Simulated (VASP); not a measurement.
Sr: single point with LDA

The system is Sr.

```
Sr
1.0
    -2.43500    2.43500    2.43500
     2.43500   -2.43500    2.43500
     2.43500    2.43500   -2.43500
Sr
1
Direct
  0.00000 0.00000 0.00000
```

```yaml
Program: VASP 6.6.1
Task: single point
Functional: LDA
Potentials_or_basis: VASP PAW LDA potentials, release 64 (Sr_sv)
Cutoff: 520 eV
k_mesh: 8 × 8 × 8
Occupations: gaussian, width 0.1 eV
Spin: no spin polarisation
```

```json
{"Pressure": "-1.9 GPa", "Band gap on the k mesh": "zero (band 5 reaches 1.59 eV, above the bottom of band 6 at 1.17 eV)"}
```

Levels at points of the mesh, in eV from the Fermi level:
```tsv
k point	band 2	band 3	band 4	band 5	band 6	band 7	band 8	band 9
(0.00, 0.00, 0.00)	-18.55	-18.55	-18.55	-3.59	2.19	2.19	2.19	3.48
(0.50, 0.00, 0.00)	-18.73	-18.61	-18.55	-1.03	0.21	1.12	3.25	3.91
(0.50, 0.50, 0.50)	-18.68	-18.68	-18.68	-0.10	-0.10	3.42	3.42	3.42
```

It took 12 s on 1 thread of Intel Xeon 8259CL, on a shared host, peak memory 0.16 GiB.
